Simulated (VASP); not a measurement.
Input of a VASP 6.6.1 run:

The input POSCAR:

```
TiO
1.0
    2.7966326886      0.0000000000      0.0000000000
   -1.3983163443      2.4219549534      0.0000000000
    0.0000000000      0.0000000000      5.4896816893
Ti O
2 2
Direct
    0.3333333333      0.6666666667      0.2500000000
    0.6666666667      0.3333333333      0.7500000000
    0.0000000000      0.0000000000      0.0000000000
    0.0000000000      0.0000000000      0.5000000000
```

INCAR.step1

```
SYSTEM = TiO
PREC = Accurate
ENCUT = 910
ISMEAR = 0
SIGMA = 0.1
LREAL = .False.
LASPH = .True.
NELM = 120
NBANDS = 26
GGA = PE
ALGO = Normal
EDIFF = 1E-5
LWAVE = .True.
LCHARG = .False.
GGA_COMPAT = .False.
```

File INCAR.step2:

```
SYSTEM = TiO
PREC = Accurate
ENCUT = 910
EDIFF = 1E-6
ISMEAR = 0
SIGMA = 0.1
LREAL = .False.
LASPH = .True.
NELM = 120
ALGO = Normal
ISIF = 2
LWAVE = .False.
LCHARG = .False.
METAGGA = R2SCAN
LMIXTAU = .True.
NBANDS = 26
ISTART = 1
GGA_COMPAT = .False.
```

File KPOINTS:

```
Automatic mesh
0
Gamma
  18 18 8
  0 0 0
```

Potentials or basis: VASP PAW PBE potentials, release 64 (Ti_sv, O_h).

Command:

```bash
$ cat potpaw_PBE.64/Ti_sv/POTCAR potpaw_PBE.64/O_h/POTCAR > POTCAR
$ cp INCAR.step1 INCAR
$ mpirun -np 1 vasp_std > vasp.out
$ cp INCAR.step2 INCAR
$ mpirun -np 1 vasp_std > vasp.out
```

(1) What does it give for the pressure?

(2) Estimate the band gap on the k mesh.

Answers

(1) 9.9 GPa.

(2) zero (bands 18 and 19 overlap by 0.06 eV).

Caveat: the cutoff is under 1.25 times the usual one of these potentials, so pressure, stress and relaxed cells hold a basis-set (Pulay) error; the cell stands under pressure; the PAW data sets were made with another functional, which shifts forces and pressure a little; semilocal functionals often make such compounds metallic where correlation or magnetic order opens a gap, which also shifts bond lengths.
